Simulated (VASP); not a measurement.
Here is a VASP 6.6.1 calculation.

File INCAR:

```
SYSTEM = Al
  ALGO = Normal
  DIPOL = 0.5 0.5 0.500
  EDIFF = 1E-6
  ENCUT = 520
  GGA = CA
  IDIPOL = 3
  ISIF = 2
  ISMEAR = 0
  LASPH = .True.
  LCHARG = .False.
  LDIPOL = .True.
  LREAL = .False.
  LWAVE = .False.
  NBANDS = 18
  NELM = 60
  PREC = Accurate
  SIGMA = 0.1
```

Contents of KPOINTS:

```
k-points
0
Gamma
  12 12 1
  0 0 0
```

POSCAR

```
Al
1.0
    2.8168441069      0.0000000000      0.0000000000
   -1.4084220535      2.4394585551      0.0000000000
    0.0000000000      0.0000000000     26.4997179115
Al
6
Direct
    0.6666666667      0.3333333333      0.2830218806
    0.3333333333      0.6666666667      0.3698131284
    0.0000000000      0.0000000000      0.4566043761
    0.6666666667      0.3333333333      0.5433956239
    0.3333333333      0.6666666667      0.6301868716
    0.0000000000      0.0000000000      0.7169781194
```

Potentials or basis: VASP PAW LDA potentials, release 64 (Al).

The run is started by

```console
$ cat potpaw_LDA.64/Al/POTCAR > POTCAR
$ mpirun -np 1 vasp_std > vasp.out
```

(1) What does it give for the largest force?

(2) Estimate the band gap on the k mesh.

## Answers

(1) 0.122 eV/Å.

(2) zero (bands 9 and 10 overlap by 3.28 eV).
